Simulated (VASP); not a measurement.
## KCl: single point with PBEsol

The system is KCl.

```xyz
2
Lattice="0.0000 3.2318 3.2318 3.2318 0.0000 3.2318 3.2318 3.2318 0.0000" Properties=species:S:1:pos:R:3 pbc="T T T"
K     0.0000    0.0000    0.0000
Cl    3.2318    3.2318    3.2318
```

This cell differs from its parent crystal: strained.

```json
{
 "Program": "VASP 6.6.1",
 "Task": "single point",
 "Functional": "PBEsol",
 "Potentials or basis": "VASP PAW PBE potentials, release 64 (K_sv, Cl)",
 "Cutoff": "520 eV",
 "k mesh": "6 × 6 × 6",
 "Occupations": "gaussian, width 0.02 eV",
 "Spin": "no spin polarisation"
}
```

- Pressure: -1.5 GPa
- Band gap on the k mesh: 4.78 eV, direct

Levels at points of the mesh, in eV from the valence-band top:
| k point | band 6 | band 7 | band 8 | band 9 | band 10 | band 11 |
| --- | --- | --- | --- | --- | --- | --- |
| (0.00, 0.00, 0.00) | 0.00 | 0.00 | 0.00 | 4.78 | 8.25 | 8.25 |
| (0.50, 0.00, 0.00) | -0.95 | -0.27 | -0.27 | 7.21 | 8.18 | 10.22 |
| (0.50, 0.50, 0.00) | -0.62 | -0.21 | -0.21 | 6.47 | 7.89 | 9.46 |

Run time: 19 s on 1 thread of AMD EPYC 7R13, with other jobs on the host, peak memory 0.21 GiB.

Caveat: the cell differs from its parent crystal (strained); the PAW data sets were made with another functional, which shifts forces and pressure a little.
